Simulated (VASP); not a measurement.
A run of VASP 6.6.1 is set up as follows.

The input INCAR:

```
SYSTEM = C
ALGO = Normal ; EDIFF = 1E-6
ENCUT = 520 ; GGA = PE
GGA_COMPAT = .False. ; ISIF = 2
ISMEAR = -1 ; ISYM = -1
LASPH = .True. ; LCHARG = .True.
LELF = .True. ; LREAL = Auto
LVHAR = .True. ; LWAVE = .False.
NBANDS = 46 ; NELM = 120
PREC = Accurate ; SIGMA = 0.517
```

The input KPOINTS:

```
explicit points
1
Reciprocal
  0.25000000   0.25000000   0.25000000 1
```

Contents of POSCAR:

```
C
1.0
    5.4696720000     -0.0080320000      0.0476870000
   -0.0080320000      5.1910130000      0.0535580000
    0.0476870000      0.0535580000      5.3543890000
C
16
Direct
    0.0577728676      0.1953984080      0.5582612390
    0.5826444760      0.4952174258      0.3018728333
    0.3009484512     -0.1758890233      1.4688267766
    0.4150322859      0.6150414278      0.4672036280
    0.5065315924      0.4552264821      0.7140459926
    0.8978623591      0.9361809534      0.8833812146
    1.2852819221      0.2846255852      0.6884176297
    1.7116256767      0.4685020870      0.8580110021
    0.3413004779     -0.0426110011      1.0014486366
    0.9419705568      0.1620554538      1.0560876104
    0.9769597272      0.1264283149      1.3387339758
    0.3720290308      0.0703812633     -0.2112833842
    0.4456649524     -0.1094976990      0.2352507547
    0.8434783237      0.6922818755      0.9039284999
   -0.0510431838     -0.0073589292      0.5879666617
    0.5688465940      0.3962394187      1.1067441349
```

Potentials or basis: VASP PAW PBE potentials, release 64 (C).

Launch:

```sh
$ cat potpaw_PBE.64/C/POTCAR > POTCAR
$ mpirun -np 1 vasp_std > vasp.out
```

Q: What does it give for the pressure?

A: 16.7 GPa.

Q: What does it give for the largest force?

A: 16.641 eV/Å.

Forces on the atoms (eV/Å):
```
C    8.479 14.311 -0.482
C   -1.850  3.878  7.186
C   -0.194  5.055 -1.087
C    6.714 -7.619  3.664
C   -4.996  1.235 -3.522
C   -0.068  0.607 -0.912
C    0.030  1.335 -0.472
C   -1.793  0.705  2.930
C    2.217 -1.868  3.804
C    0.637 -2.509  2.357
C   -2.976  0.079 -5.862
C    0.582 -3.786 -0.172
C   -4.021  2.795 -1.714
C   -0.796 -1.535  0.149
C   -5.146 -8.972  2.913
C    3.182 -3.709 -8.780
```

Caveat: the atoms stand as in a frame of molecular dynamics; so wide a smearing shifts energies and pressures.
